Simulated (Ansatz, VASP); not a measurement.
## C: VASP beside Ansatz

File INCAR:

```
ALGO = Normal
EDIFF = 1E-8
ENCUT = 520
GGA = PE
ISIF = 2
ISMEAR = -1
LASPH = True
LCHARG = False
LEFG = True
LREAL = False
LWAVE = False
NBANDS = 11
NELM = 80
PREC = Accurate
SIGMA = 0.08
```

File KPOINTS:

```
k-points
0
Gamma
  20 20 20
```

The input POSCAR:

```
C
1.0
    0.0000000000      1.7774354070      1.7774354070
    1.7774354070      0.0000000000      1.7774354070
    1.7774354070      1.7774354070      0.0000000000
C
2
Direct
    0.5000000000      0.5000000000      0.5000000000
    0.7500000000      0.7500000000      0.7500000000
```

Input for Ansatz:

```yaml
crystal:
  lattice:
    - [0.0, 1.777435407, 1.777435407]
    - [1.777435407, 0.0, 1.777435407]
    - [1.777435407, 1.777435407, 0.0]
  atoms:
    - { symbol: C, position: [0.5, 0.5, 0.5] }
    - { symbol: C, position: [0.75, 0.75, 0.75] }
kpoints:
  mp_grid: { grid: [20, 20, 20] }
scf:
  occupations: { method: fermi_dirac, width: 0.08 }
hamiltonian:
  xc: pbe
  pseudopotentials: { kind: all_electron, datasets: crystal }
output:
  forces: true
  stress: true
  eigenvalues: true
  efg: { contact_densities: true }
```

Change from the starting cell: volume scaled by 0.99, crystal datasets.

Alike in both runs: task electric field gradients; functional PBE; k mesh 20 × 20 × 20; occupations fermi-dirac, width 0.08 eV; no spin polarisation.

|  | VASP | Ansatz |
| --- | --- | --- |
| version | VASP 6.6.1 | Ansatz 0.2.0 |
| potentials or method | VASP PAW PBE potentials, release 64 (C), cutoff 520 eV | all-electron PAW with datasets made for the crystal, scalar-relativistic |

|  | VASP | Ansatz | Ansatz less VASP |
| --- | --- | --- | --- |
| gap on the k mesh at the Fermi level (eV) | 4.16 | 4.16 | +0.009 |
| pressure (GPa) | 7.0 | 6.2 | -0.74 |

Ansatz ran all-electron here, and VASP with PAW potentials.
